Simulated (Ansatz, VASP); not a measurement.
Os: VASP beside Ansatz

```
Os
1.0
     2.68999    0.00000    0.00000
    -1.34500    2.32960    0.00000
     0.00000    0.00000    4.46252
Os
2
Direct
  0.33333 0.66667 0.25000
  0.66667 0.33333 0.75000
```

Alike in both runs: task single point; functional PBEsol; k mesh 24 × 24 × 12; occupations gaussian, width 0.15 eV; no spin polarisation.

|  | VASP | Ansatz |
| --- | --- | --- |
| version | VASP 6.6.1 | Ansatz 0.2.0 |
| potentials or method | VASP PAW PBE potentials, release 64 (Os), cutoff 520 eV | scalar-relativistic, plane waves, PAW |
| valence electrons in the cell | 16 | 32 |

```csv
,VASP,Ansatz,Ansatz less VASP
gap on the k mesh at the Fermi level (eV),none,none,-
pressure (GPa),-2.0,-2.4,-0.36
"traceless stress, the component that is largest in VASP (GPa)",-20.32,-20.37,-0.050
```

VASP's potentials were made for PBE, not for PBEsol. A gap of «none» marks a metal or a gap that the smearing closes. VASP's potentials hold 16 valence electrons a cell and Ansatz's 32, so a difference there can come from the potentials and not from the codes.

Spin-orbit coupling is off throughout.
